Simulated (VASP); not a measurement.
Set up this calculation in VASP 6.6.1, as the native input.

```
Task                   : single point
Functional             : PBE
Potentials or basis    : VASP PAW PBE potentials, release 64 (W_sv, C_h, In_d)
Cutoff                 : 1000 eV
k mesh                 : 3 × 3 × 1
Occupations            : gaussian, width 0.05 eV
Spin                   : no spin polarisation
Dipole correction      : no
Further INCAR settings : LREAL = Auto; ALGO = Normal; EDIFF = 1e-06; NBANDS = 92; NELMDL = -8
```

The structure of InW8C8 lies in POSCAR:

```
InW8C8
1.0
    5.8006000000      0.0000000000      0.0000000000
   -2.9003000000      5.0234670000      0.0000000000
    0.0000000000      0.0000000000     15.2466500000
W C In
8 8 1
Direct
    0.0000000000      0.0000000000      0.0655881784
    0.0042588353      0.0029179051      0.2515441753
    0.0000000498      0.5000000995      0.0655881784
    0.0013929069      0.5015697326      0.2544192987
    0.5000000000      0.0000000000      0.0655881784
    0.5031704397      0.0011965840      0.2541595695
    0.5000000498      0.5000000995      0.0655881784
    0.5029998410      0.5035544177      0.2542096788
    0.3336798323      0.1668986777      0.1519465588
    0.3395483784      0.1714206543      0.3266422460
    0.3338371291      0.6669222670      0.1523009317
    0.3376171246      0.6708347044      0.3287871106
    0.8326956809      0.1669098254      0.1520053913
    0.8471711913      0.1745768411      0.3307409169
    0.8326575455      0.6659615759      0.1520610101
    0.8471020924      0.6757116151      0.3307264875
    0.8204577659      0.9133476939      0.4510920760
```

These files were run (other wordings do the same):

INCAR

```
ALGO = Normal ; EDIFF = 1E-6
ENCUT = 1000 ; GGA = PE
GGA_COMPAT = False ; ISIF = 2
ISMEAR = 0 ; LASPH = True
LCHARG = False ; LREAL = Auto
LWAVE = False ; NBANDS = 92
NELM = 120 ; NELMDL = -8
PREC = Accurate ; SIGMA = 0.05
```

KPOINTS

```
k-points
0
Gamma
  3 3 1
```

Potentials or basis: VASP PAW PBE potentials, release 64 (W_sv, C_h, In_d).

Command:

```bash
$ cat potpaw_PBE.64/W_sv/POTCAR potpaw_PBE.64/C_h/POTCAR potpaw_PBE.64/In_d/POTCAR > POTCAR
$ mpirun -np 1 vasp_std > vasp.out
```

It gave:

- Largest force: 0.278 eV/Å
- Band gap on the k mesh: zero (an odd number of electrons rules out a gap without spin polarisation)

Caveat: the k points lie up to 0.42 Å⁻¹ apart, too coarse for converged energies and pressures of a metal; there is no dipole correction, which matters where the two faces differ; spin-orbit coupling is left out, which moves the levels of the heavy elements; an odd number of electrons without spin polarisation forces a metal; a magnetic or distorted state may lie lower.

Run time: 21 min on 1 thread of Intel(R) Xeon(R) 6975P-C (Granite Rapids), on a shared host, peak memory 1.3 GiB.
